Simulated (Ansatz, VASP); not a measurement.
## Hf: VASP beside Ansatz

The input INCAR:

```
PREC     = Accurate       # precision mode
ENCUT    = 520            # plane-wave cutoff, eV
EDIFF    = 1E-7           # SCF threshold, eV
ISMEAR   = 0              # smearing method
SIGMA    = 0.15           # smearing width, eV
LREAL    = F              # projectors in reciprocal space
LASPH    = T              # aspherical terms in the spheres
NELM     = 80             # most SCF steps
ALGO     = Fast           # electronic algorithm
ISIF     = 2              # what is computed and relaxed
LWAVE    = F              # write WAVECAR
LCHARG   = F              # write CHGCAR
GGA      = PE             # functional
NBANDS   = 17             # bands
```

File KPOINTS:

```
regular mesh
0
Gamma
  18 18 10
```

Contents of POSCAR:

```
Hf
1.0
    3.2446490021      0.0000000000      0.0000000000
   -1.6223245010      2.8099484622      0.0000000000
    0.0000000000      0.0000000000      4.9060660000
Hf
2
Direct
    0.3333333333      0.6666666667      0.2500000000
    0.6666666667      0.3333333333      0.7500000000
```

Input for Ansatz:

```yaml
crystal:
  lattice:
    - [3.2446490021, 0.0, 0.0]
    - [-1.622324501, 2.8099484622, 0.0]
    - [0.0, 0.0, 4.906066]
  atoms:
    - { symbol: Hf, position: [0.3333333333, 0.6666666667, 0.25] }
    - { symbol: Hf, position: [0.6666666667, 0.3333333333, 0.75] }
basis:
  ecutwfc: 420
kpoints:
  mp_grid: { grid: [18, 18, 10] }
hamiltonian:
  xc: pbe
scf:
  occupations: { method: gaussian, width: 0.15 }
output:
  forces: true
  stress: true
  eigenvalues: true
```

Change from the starting cell: strain +0.015 along x and y, -0.030 along z, atoms carried along.

Alike in both runs: task single point; functional PBE; k mesh 18 × 18 × 10; occupations gaussian, width 0.15 eV; no spin polarisation.

```csv
,VASP,Ansatz
version,VASP 6.6.1,Ansatz 0.2.0
potentials or method,"VASP PAW PBE potentials, release 64 (Hf_pv), cutoff 520 eV","scalar-relativistic, plane waves, PAW"
valence electrons in the cell,20,52
```

```csv
,VASP,Ansatz,Ansatz less VASP
gap on the k mesh at the Fermi level (eV),none,none,-
pressure (GPa),0.6,1.1,+0.43
"traceless stress, the component that is largest in VASP (GPa)",3.77,3.83,+0.069
```

A gap of «none» marks a metal or a gap that the smearing closes. VASP's potentials hold 20 valence electrons a cell and Ansatz's 52, so a difference there can come from the potentials and not from the codes.

Neither program's run includes spin-orbit coupling.
